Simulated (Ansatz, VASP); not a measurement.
**InP: VASP beside Ansatz**

The input POSCAR:

```
InP
1.0
    0.0000000000      2.9537876370      2.9537876370
    2.9537876370      0.0000000000      2.9537876370
    2.9537876370      2.9537876370      0.0000000000
In P
1 1
Direct
    0.0000000000      0.0000000000      0.0000000000
    0.2500000000      0.2500000000      0.2500000000
```

File INCAR.step1:

```
SYSTEM = InP
PREC     = Accurate       ! precision mode
ENCUT    = 520            ! plane-wave cutoff, eV
EDIFF    = 1E-5           ! SCF threshold, eV
ISMEAR   = 0              ! smearing method
SIGMA    = 0.01           ! smearing width, eV
LREAL    = .FALSE.        ! projectors in reciprocal space
LASPH    = .TRUE.         ! aspherical terms in the spheres
NELM     = 80             ! most SCF steps
ALGO     = Normal         ! electronic algorithm
ISIF     = 2              ! what is computed and relaxed
LWAVE    = .TRUE.         ! write WAVECAR
NBANDS   = 16             ! bands
GGA      = PE             ! functional
```

File INCAR.step2:

```
SYSTEM = InP
PREC     = Accurate       ! precision mode
ENCUT    = 520            ! plane-wave cutoff, eV
EDIFF    = 1E-7           ! SCF threshold, eV
ISMEAR   = 0              ! smearing method
SIGMA    = 0.01           ! smearing width, eV
LREAL    = .FALSE.        ! projectors in reciprocal space
LASPH    = .TRUE.         ! aspherical terms in the spheres
NELM     = 80             ! most SCF steps
ALGO     = Normal         ! electronic algorithm
ISIF     = 2              ! what is computed and relaxed
LWAVE    = .FALSE.        ! write WAVECAR
LCHARG   = .TRUE.         ! write CHGCAR
GGA      = PE             ! functional
LHFCALC  = .TRUE.         ! exact exchange
AEXX     = 0.15           ! exact-exchange fraction
HFSCREEN = 0.5            ! screening, 1/A
PRECFOCK = Normal       
LELF     = .TRUE.         ! ELF
LVHAR    = .TRUE.       
NBANDS   = 16             ! bands
ISTART   = 1
```

File KPOINTS:

```
regular mesh
0
G
  4 4 4
  0 0 0
```

Input for Ansatz:

```yaml
crystal:
  lattice:
    - [0.0, 2.953787637, 2.953787637]
    - [2.953787637, 0.0, 2.953787637]
    - [2.953787637, 2.953787637, 0.0]
  atoms:
    - { symbol: In, position: [0.0, 0.0, 0.0] }
    - { symbol: P, position: [0.25, 0.25, 0.25] }
kpoints:
  mp_grid: { grid: [4, 4, 4] }
hamiltonian:
  xc: { exchange: pbe, correlation: pbe, exx: { coeff: 0.15, omega: 0.5 } }
scf:
  occupations: { method: fixed }
  n_extra_bands: 4
output:
  forces: true
  stress: true
  eigenvalues: true
```

Alike in both runs: task single point; functional PBE-based screened hybrid; k mesh 4 × 4 × 4; no spin polarisation.

|  | VASP | Ansatz |
| --- | --- | --- |
| version | VASP 6.6.1 | Ansatz 0.2.0 |
| potentials or method | VASP PAW PBE potentials, release 64 (In_d, P) | plane waves |
| plane-wave cutoff (eV) | 520 | 420 |
| occupations | gaussian, width 0.01 eV | fixed |
| valence electrons in the cell | 18 | 18 |

```csv
,VASP,Ansatz,Ansatz less VASP
gap on the k mesh at the Fermi level (eV),0.80,0.80,+0.004
pressure (GPa),1.1,1.2,+0.07
```

VASP's potentials were made for PBE, not for PBE-based screened hybrid. Ansatz's warnings: stress exchange threshold loose, stress scf threshold loose.

The k mesh is coarse, so the values compare programs but aren't converged.
